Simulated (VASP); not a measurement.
Input of a VASP 6.6.1 run:

The input INCAR:

```
SYSTEM = ZrB
ALGO = Normal
EDIFF = 1E-7
ENCUT = 520
GGA = RP
ISIF = 2
ISMEAR = -1
LASPH = .True.
LCHARG = .True.
LELF = .True.
LREAL = .False.
LVHAR = .True.
LWAVE = .False.
NBANDS = 14
NELM = 80
PREC = Accurate
SIGMA = 0.05
```

The input KPOINTS:

```
k-points
0
Gamma
  10 10 7
  0 0 0
```

File POSCAR:

```
ZrB
1.0
    1.9614334600     -1.9857162700      0.0000000000
    1.9614334600      1.9857162700      0.0000000000
    0.0000000000      0.0000000000      4.0139456300
Zr B
1 1
Direct
    0.0000000000      0.0000000000      0.5000000000
    0.5000000000      0.5000000000      0.5000000000
```

Potentials or basis: VASP PAW PBE potentials, release 64 (Zr_sv, B).

Command:

```console
$ cat potpaw_PBE.64/Zr_sv/POTCAR potpaw_PBE.64/B/POTCAR > POTCAR
$ mpirun -np 1 vasp_std > vasp.out
```

Estimate the pressure.

79.0 GPa.

Stress tensor (GPa, compression positive):
```
118.67   0.00   0.00
  0.00 116.59   0.00
  0.00   0.00   1.76
```

Caveat: the PAW data sets were made with another functional, which shifts forces and pressure a little.
